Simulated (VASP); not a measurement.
K8Mg9F24 (a cell with a defect), 41 atoms in the cell. The cell holds a defect, 41 atoms: a = 7.983 Å, b = 7.983 Å, c = 7.983 Å, α = 90.00°, β = 90.00°, γ = 90.00°. 

| Quantity | Value |
| --- | --- |
| Program | VASP 6.6.1 |
| Task | single point |
| Functional | PBEsol |
| Potentials or basis | VASP PAW PBE potentials, release 64 (K_sv, Mg, F) |
| Cutoff | 520 eV |
| k mesh | 1 × 1 × 1, shifted |
| Occupations | fermi-dirac, width 0.05 eV |
| Spin | no spin polarisation |
| Dipole correction | no |
| Charge | 2 |
| Further INCAR settings | LREAL = Auto; ALGO = Normal; EDIFF = 1e-07; NBANDS = 155; ISYM = 0; NELECT = 256.0 |

Potentials or basis: VASP PAW PBE potentials, release 64 (K_sv, Mg, F).

Run with:

```console
$ cat potpaw_PBE.64/K_sv/POTCAR potpaw_PBE.64/Mg/POTCAR potpaw_PBE.64/F/POTCAR > POTCAR
$ mpirun -np 1 vasp_std > vasp.out
```

Hardware: 1 thread of Intel Xeon 8259CL, with other jobs on the host.

How long does it take, and how much memory?

Run time: 17 min on 1 thread of Intel Xeon 8259CL (shared host), peak memory 0.6 GiB. Counts: scf iterations 20, k points 4.
